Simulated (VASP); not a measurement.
# Te2Mo in VASP: further runs, part 2 of 2

VASP 6.6.1. The steps go on from the part before.

### 5 Single point, PBE+D3(BJ) (mode 5 frozen in at +0.000 Å, strain +e along z and -e/2 along x and y -0.0700)

Contents of INCAR:

```
ALGO     = Normal         # electronic algorithm
EDIFF    = 1E-6           # SCF threshold, eV
ENCUT    = 520            # plane-wave cutoff, eV
GGA      = PE             # functional
ISIF     = 2              # what is computed and relaxed
ISMEAR   = 0              # smearing method
IVDW     = 12             # dispersion correction
LASPH    = True           # aspherical terms in the spheres
LCHARG   = False          # write CHGCAR
LREAL    = False          # projectors in reciprocal space
LWAVE    = False          # write WAVECAR
NBANDS   = 20             # bands
NELM     = 100            # most SCF steps
PREC     = Accurate       # precision mode
SIGMA    = 0.05           # smearing width, eV
```

Contents of KPOINTS:

```
k-points
0
Gamma
  9 9 4
```

Contents of POSCAR:

```
Te2Mo
1.0
    3.6174889149      0.0000000000      0.0000000000
   -1.8087444575      3.1328372982      0.0000000000
    0.0000000000      0.0000000000      7.0908358394
Te Mo
2 1
Direct
    0.3333333333      0.6666666667      0.7614144829
    0.3333333333      0.6666666667      0.2385855171
    0.0000000000      0.0000000000      0.0000000000
```

Potentials or basis: VASP PAW PBE potentials, release 64 (Te, Mo_sv).

Started as:

```console
$ cat potpaw_PBE.64/Te/POTCAR potpaw_PBE.64/Mo_sv/POTCAR > POTCAR
$ mpirun -np 1 vasp_std > vasp.out
```

OUTCAR:

```text
EDIFF = 1E-6
   ENCUT = 520
   GGA = PE
   ISIF = 2
   ISMEAR = 0
   IVDW = 12
   LASPH = True
   LREAL = False
   NELM = 100
   PREC = Accurate
 IVDW          = 12

 ion  position               nearest neighbor table
   1  0.333  0.667  0.761-   3 2.69   3 2.69   3 2.69   2 3.38
   2  0.333  0.667  0.239-   3 2.69   3 2.69   3 2.69   1 3.38
   3  0.000  0.000  0.000-   1 2.69   2 2.69   1 2.69   2 2.69   1 2.69   2 2.69

  LATTYP: Found a hexagonal cell.
 ALAT       =     3.6174889149
 C/A-ratio  =     1.9601541307

  Lattice vectors:

 A1 = (   3.6174889149,   0.0000000000,   0.0000000000)
 A2 = (  -1.8087444575,   3.1328372982,   0.0000000000)
 A3 = (   0.0000000000,   0.0000000000,   7.0908358394)

Analysis of symmetry for initial positions (statically):
=====================================================================
 Subroutine PRICEL returns:
 Original cell was already a primitive cell.

 Routine SETGRP: Setting up the symmetry group for a
 hexagonal supercell.

 Subroutine GETGRP returns: Found 12 space group operations
 (whereof 12 operations were pure point group operations)
 out of a pool of 24 trial point group operations.

The static configuration has the point symmetry D_3h.

Analysis of symmetry for dynamics (positions and initial velocities):
=====================================================================
 Subroutine PRICEL returns:
 Original cell was already a primitive cell.

 Routine SETGRP: Setting up the symmetry group for a
 hexagonal supercell.

 Subroutine GETGRP returns: Found 12 space group operations
 (whereof 12 operations were pure point group operations)
 out of a pool of 24 trial point group operations.

The dynamic configuration has the point symmetry D_3h.

 Subroutine INISYM returns: Found 12 space group operations
 (whereof 12 operations are pure point group operations),
 and found     1 'primitive' translations

----------------------------------------------------------------------------------------

                                     Primitive cell

  volume of cell :      80.3605

  direct lattice vectors                    reciprocal lattice vectors
     3.617488915  0.000000000  0.000000000     0.276434848  0.159599734  0.000000000
    -1.808744458  3.132837298  0.000000000     0.000000000  0.319199468  0.000000000
     0.000000000  0.000000000  7.090835839     0.000000000  0.000000000  0.141027098

  length of vectors
     3.617488915  3.617488915  7.090835839     0.319199468  0.319199468  0.141027098

  position of ions in fractional coordinates (direct lattice)
     0.333333333  0.666666667  0.761414483
     0.333333333  0.666666667  0.238585517
     0.000000000  0.000000000  0.000000000

  ion indices of the primitive-cell ions
   primitive index   ion index
                 1           1
                 2           2
                 3           3

----------------------------------------------------------------------------------------

 KPOINTS: k-points

Automatic generation of k-mesh.
 Grid dimensions read from file:
 generate k-points for:    9    9    4

 Generating k-lattice:

  Cartesian coordinates                     Fractional coordinates (reciprocal lattice)
     0.030714983  0.017733304  0.000000000     0.111111111  0.000000000  0.000000000
     0.000000000  0.035466608  0.000000000     0.000000000  0.111111111  0.000000000
     0.000000000  0.000000000  0.035256774     0.000000000  0.000000000  0.250000000

  Length of vectors
     0.035466608  0.035466608  0.035256774

  Shift w.r.t. Gamma in fractional coordinates (k-lattice)
     0.000000000  0.000000000  0.000000000

 Subroutine IBZKPT returns following result:
 ===========================================

 Found     36 irreducible k-points:

 Following reciprocal coordinates:
            Coordinates               Weight
  0.000000  0.000000  0.000000      1.000000
  0.111111  0.000000  0.000000      6.000000
  0.222222  0.000000  0.000000      6.000000
  0.333333  0.000000  0.000000      6.000000
  0.444444  0.000000  0.000000      6.000000
  0.111111  0.111111  0.000000      6.000000
[... 16 lines left out ...]
  0.333333  0.222222  0.250000     24.000000
  0.333333  0.333333  0.250000      4.000000
 [... further k-points ...]
   k-points           NKPTS =     36   k-points in BZ     NKDIM =     36   number of bands    NBANDS=     20
   number of dos      NEDOS =    301   number of ions     NIONS =      3
   total plane-waves  NPLWV =  42336
   dimension x,y,z NGX =    28 NGY =   28 NGZ =   54
   dimension x,y,z NGXF=    56 NGYF=   56 NGZF=  108
   ions per type =               2   1
   NGX,Y,Z   is equivalent  to a cutoff of  12.87, 12.87, 12.66 a.u.
   NGXF,Y,Z  is equivalent  to a cutoff of  25.74, 25.74, 25.32 a.u.
 SYSTEM =  unknown system
   PREC   = accura    normal or accurate (medium, high low for compatibility)
   ISTART =      0    job   : 0-new  1-cont  2-samecut
   ICHARG =      2    charge: 1-file 2-atom 10-const
   ISPIN  =      1    spin polarized calculation?
   LNONCOLLINEAR =      F non collinear calculations
   LSORBIT =      F    spin-orbit coupling
   LASPH  =      T    aspherical Exc in radial PAW
   ENCUT  =  520.0 eV  38.22 Ry    6.18 a.u.   6.73  6.73 13.18*2*pi/ulx,y,z
   NELM   =    100;   NELMIN=  2; NELMDL= -5     # of ELM steps
   EDIFF  = 0.1E-05   stopping-criterion for ELM
   LREAL  =      F    real-space projection
   EDIFFG = 0.1E-04   stopping-criterion for IOM
   NSW    =      0    number of steps for IOM
   IBRION =     -1    ionic relax: 0-MD 1-quasi-New 2-CG
   NFREE  =      0    steps in history (QN), initial steepest desc. (CG)
   ISIF   =      2    stress and relaxation
   ISYM   =      2    0-nonsym 1-usesym 2-fastsym
   POTIM  = 0.5000    time-step for ionic-motion
   TEBEG  =    0.0;   TEEND  =   0.0 temperature during run
   PSTRESS=    0.0 pullay stress
   NELECT =      26.0000    total number of electrons
   NUPDOWN=      -1.0000    fix difference up-down
   EMIN   =  10.00;   EMAX   =-10.00  energy-range for DOS
   EFERMI =   0.00;   METHOD = LEGACY
   ISMEAR =     0;   SIGMA  =   0.05  broadening in eV -4-tet -1-fermi 0-gaus
   EFERMI_NEDOS =   21; number of points for ismear=-14 and -15
   IALGO  =     38    algorithm
   IMIX   =      4    mixing-type and parameters
     AMIX     =   0.40;   BMIX     =  1.00
     AMIX_MAG =   1.60;   BMIX_MAG =  1.00
  volume/ion in A,a.u.               =      26.79       180.77
  Fermi-wavevector in a.u.,A,eV,Ry     =   1.123876  2.123818 17.185486  1.263098
  Thomas-Fermi vector in A             =   2.260545
   LORBIT       =      0    0 simple, 1 ext, 2 COOP (PROOUT), +10 PAW based schemes
   GGA     = PE    functional components
   LHFCALC =     F    Hartree Fock is set to
   AEXX    =    0.0000 exact exchange contribution
   IVDW    =    12    specifies the selected vdW correction
   LEPSILON=     F    determine dielectric tensor
   LRPA    =     F    only Hartree local field effects (RPA)
 non-spin polarized calculation
 Gauss-broadening in eV      SIGMA  =   0.05
  energy-cutoff  :      520.00
  volume of cell :       80.36
 maximum number of plane-waves:      2198
 NGX is ok and might be reduce to    28

 number of electron      26.0000004 magnetization

 Free energy of the ion-electron system (eV)
  ---------------------------------------------------
  ext. energy  EPLUGINS =         0.00000000
  ---------------------------------------------------
  free energy    TOTEN  =       -17.74279478 eV

  energy without entropy =      -17.74278510  energy(sigma->0) =      -17.74278994

 E-fermi :   7.7064     XC(G=0):  -9.9332

 val. band max:        7.6195529483   @ k =   0.0000   0.0000   0.5000
 cond. band min:       7.8134028298   @ k =   0.3333   0.3333   0.0000
 fundamental gap:      0.1938498815
 Fermi energy:         7.7064065641

 k-point     1 :       0.0000    0.0000    0.0000
  band No.  band energies     occupation
      1     -53.5401      2.00000
      2     -27.6652      2.00000
      3     -27.6433      2.00000
      4     -27.6433      2.00000
      5      -5.6032      2.00000
      6      -4.0897      2.00000
[... 12 lines left out ...]
     19      14.0350      0.00000
[... 513 lines left out ...]
      4     -27.6375      2.00000
      5      -3.5375      2.00000
      6      -3.0099      2.00000
[... 12 lines left out ...]
     19      12.2390      0.00000
     20      15.8543      0.00000

 [... further k-points ...]

------------------------ aborting loop because EDIFF is reached ----------------------------------------

 Edisp (eV)   -1.49914

 E8    (eV) :    -0.6917

  FORCE on cell =-STRESS in cart. coord.  units (eV):
  Direction    XX          YY          ZZ          XY          YZ          ZX
  --------------------------------------------------------------------------------------
  -------------------------------------------------------------------------------------
  Total      -0.68641    -0.68641     5.11758     0.00000    -0.00000     0.00000
  in kB     -13.68518   -13.68518   102.03110     0.00000    -0.00000     0.00000
  external pressure =       24.89 kB  Pullay stress =        0.00 kB

 VOLUME and BASIS-vectors are now :
 -----------------------------------------------------------------------------
  energy-cutoff  :      520.00
  volume of cell :       80.36
      direct lattice vectors                 reciprocal lattice vectors
     3.617488915  0.000000000  0.000000000     0.276434848  0.159599734  0.000000000
    -1.808744458  3.132837298  0.000000000     0.000000000  0.319199468  0.000000000
     0.000000000  0.000000000  7.090835839     0.000000000  0.000000000  0.141027098

 POSITION                                       TOTAL-FORCE (eV/Angst)
 -----------------------------------------------------------------------------------
     -0.00000      2.08856      5.39907        -0.000000      0.000000     -1.078570
     -0.00000      2.08856      1.69177        -0.000000      0.000000      1.078570
      0.00000      0.00000      0.00000         0.000000      0.000000     -0.000000
 -----------------------------------------------------------------------------------
    total drift:                                0.000000     -0.000000     -0.000000

  FREE ENERGIE OF THE ION-ELECTRON SYSTEM (eV)
  ---------------------------------------------------
  free  energy   TOTEN  =       -19.2419318684 eV

  energy  without entropy=      -19.2419221885  energy(sigma->0) =      -19.24192703
```

It took 51 s on 1 thread of Intel Xeon Platinum 8259CL at 2.50GHz (Skylake/Cascade Lake), shared host; peak memory 0.23 GiB.

Results:

```
Free energy                : -19.2419 eV
Pressure                   : 2.5 GPa
Largest force              : 1.079 eV/Å
Band gap on the k mesh     : 0.19 eV, indirect (least direct gap 0.79 eV)
Dispersion energy per atom : -0.500 eV
```

Forces on the atoms (eV/Å):
```
Te   0.000  0.000 -1.079
Te   0.000  0.000  1.079
Mo   0.000  0.000  0.000
```

Caveat: the cell differs from its parent crystal (mode 5 frozen in at +0.000 Å, strain +e along z and -e/2 along x and y -0.0700); spin-orbit coupling is left out, which moves the levels of the heavy elements; forces of over 1 eV/Å act on the atoms, so gaps and moduli don't describe the material at rest. A k mesh can miss the band edges.

### 6 Overview

| cell | gap on the mesh (eV) | pressure (GPa) | largest force (eV/Å) |
| --- | --- | --- | --- |
| a = 3.414, b = 3.414, c = 7.981 Å, angles 90.0, 90.0, 120.0°, 3 atoms | 0.75 | -0.6 | 0.79 |
| a = 3.577, b = 3.577, c = 7.268 Å, angles 90.0, 90.0, 120.0°, 3 atoms | 0.59 | 1.8 | 1.14 |
| a = 3.617, b = 3.617, c = 7.091 Å, angles 90.0, 90.0, 120.0°, 3 atoms | 0.19 | 2.5 | 1.08 |

Some of these runs hold the atoms at other places in the same cell, which the table doesn't show; runs alike in all that it shows share one row.

Alike in all rows: task single point; level PBE+D3(BJ); potentials or basis VASP PAW PBE potentials, release 64 (Te, Mo_sv); no spin polarisation; k mesh 9 × 9 × 4; cutoff (eV) 520; smearing gaussian 0.05 eV.

Caveats: spin-orbit coupling is left out, which moves the levels of the heavy elements; forces of over 1 eV/Å act on the atoms, so gaps and moduli don't describe the material at rest (some runs).

Total energies depend on the potentials used, so only differences within one code and one set of settings carry meaning.
